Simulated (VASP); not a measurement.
Input of a VASP 6.6.1 run:

Contents of INCAR:

```
SYSTEM = Au
PREC = Accurate
ENCUT = 500
EDIFF = 1E-7
ISMEAR = 0
SIGMA = 0.1
LREAL = .False.
LASPH = .True.
NELM = 120
ALGO = Normal
ISIF = 3
LWAVE = .False.
LCHARG = .False.
GGA = CA
IBRION = 2
NSW = 100
EDIFFG = -0.05
GGA_COMPAT = .False.
NELMIN = 4
```

Contents of KPOINTS:

```
Automatic mesh
0
Gamma
  8 8 8
  0 0 0
```

The input POSCAR:

```
Au
1.0
    0.0000000000      2.0856442700      2.0856442700
    2.0856442700      0.0000000000      2.0856442700
    2.0856442700      2.0856442700      0.0000000000
Au
1
Direct
    0.0000000000      0.0000000000      0.0000000000
```

Potentials or basis: VASP PAW LDA potentials, release 64 (Au_sv_GW).

Run with:

```bash
$ cat potpaw_LDA.64/Au_sv_GW/POTCAR > POTCAR
$ mpirun -np 1 vasp_std > vasp.out
```

(1) Predict the relaxed cell.

(2) Estimate the relaxed volume.

(3) Estimate the space group after relaxing (to 0.05 Å).

Answers

(1) a = 2.868 Å, b = 2.868 Å, c = 2.868 Å, α = 60.00°, β = 60.00°, γ = 60.00°.

(2) 16.68 Å³/atom.

(3) Fm-3m (No. 225).
